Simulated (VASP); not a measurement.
A run of VASP 6.6.1:

INCAR

```
PREC = Accurate
ENCUT = 600
EDIFF = 1E-6
ISMEAR = -1
SIGMA = 0.05
LREAL = False
LASPH = True
NELM = 150
ALGO = Normal
ISIF = 3
LWAVE = False
LCHARG = False
ISPIN = 2
MAGMOM = 2 0
LORBIT = 11
LMAXMIX = 4
GGA = PS
IVDW = 12
IBRION = 2
NSW = 80
EDIFFG = -0.005
```

File KPOINTS:

```
regular mesh
0
Gamma
  7 7 7
```

The input POSCAR:

```
CoO
1.0
    1.6022198417      0.9250420569      2.5664708903
   -1.6022198417      0.9250420569      2.5664708903
    0.0000000000     -1.8500841138      2.5664708903
Co O
1 1
Direct
    0.9989783200      0.9989783200      0.9989783200
    0.7510210300      0.7510210300      0.7510210300
```

Potentials or basis: VASP PAW PBE potentials, release 64 (Co, O).

Run with:

```console
$ cat potpaw_PBE.64/Co/POTCAR potpaw_PBE.64/O/POTCAR > POTCAR
$ mpirun -np 1 vasp_std > vasp.out
```

Hardware: 1 thread of Intel(R) Xeon(R) 6975P-C (Granite Rapids) (shared host).

Task: How long does it take, and how much memory?

Result: Wall time 72 s on 1 thread of Intel(R) Xeon(R) 6975P-C (Granite Rapids) (shared host), peak memory 0.2 GiB. Counts: scf iterations 48, k points 44, ion steps 7.
